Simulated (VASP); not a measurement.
SrO, 2 atoms in the cell. The cell holds a wire with vacuum, 2 atoms: a = 10.100 Å, b = 9.300 Å, c = 4.303 Å, α = 90.00°, β = 90.00°, γ = 90.00°. 

| Item | Value |
| --- | --- |
| Program | VASP 6.6.1 |
| Task | single point |
| Functional | PBE |
| Potentials or basis | VASP PAW PBE potentials, release 64 (Sr_sv, O) |
| Cutoff | 520 eV |
| k mesh | 1 × 1 × 15 |
| Occupations | gaussian, width 0.05 eV |
| Spin | collinear spin, ferromagnetic start |
| Starting moments | [0.5, 0.5] μB |
| Dipole correction | no |
| Further INCAR settings | ALGO = Normal; EDIFF = 1e-06; NBANDS = 19 |

Potentials or basis: VASP PAW PBE potentials, release 64 (Sr_sv, O).

The run is started by

```bash
$ cat potpaw_PBE.64/Sr_sv/POTCAR potpaw_PBE.64/O/POTCAR > POTCAR
$ mpirun -np 1 vasp_std > vasp.out
```

Hardware: 1 thread of Intel(R) Xeon(R) Platinum 8375C CPU @ 2.90GHz (Ice Lake), with other jobs on the host.

Task: Estimate the wall time of this run.

Result: It took 2.9 min on 1 thread of Intel(R) Xeon(R) Platinum 8375C CPU @ 2.90GHz (Ice Lake), with other jobs on the host, peak memory 0.61 GiB. Counts: scf iterations 27, k points 8.
